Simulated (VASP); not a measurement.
Here is a VASP 6.6.1 calculation.

Contents of INCAR:

```
SYSTEM = BaS
  ALGO = Normal
  EDIFF = 1E-8
  ENCUT = 520
  GGA = PE
  ISIF = 2
  ISMEAR = -1
  LASPH = .True.
  LCHARG = .False.
  LEFG = .True.
  LREAL = .False.
  LWAVE = .False.
  NBANDS = 15
  NELM = 60
  PREC = Accurate
  SIGMA = 0.01
```

KPOINTS

```
k-points
0
Gamma
  7 7 7
  0 0 0
```

The input POSCAR:

```
BaS
1.0
    0.0000000000      3.1937500000      3.1937500000
    3.1937500000      0.0000000000      3.1937500000
    3.1937500000      3.1937500000      0.0000000000
Ba S
1 1
Direct
    0.0000000000      0.0000000000      0.0000000000
    0.5000000000      0.5000000000      0.5000000000
```

Potentials or basis: VASP PAW PBE potentials, release 64 (Ba_sv, S).

Run with:

```sh
$ cat potpaw_PBE.64/Ba_sv/POTCAR potpaw_PBE.64/S/POTCAR > POTCAR
$ mpirun -np 1 vasp_std > vasp.out
```

(1) Predict the band gap on the k mesh.

(2) What does it give for the pressure?

Results:

(1) 2.17 eV (least direct gap 2.31 eV).

(2) 1.4 GPa.

Caveat: spin-orbit coupling is left out, which moves the levels of the heavy elements; an odd mesh through Γ misses points on the zone boundary, where band edges can lie.
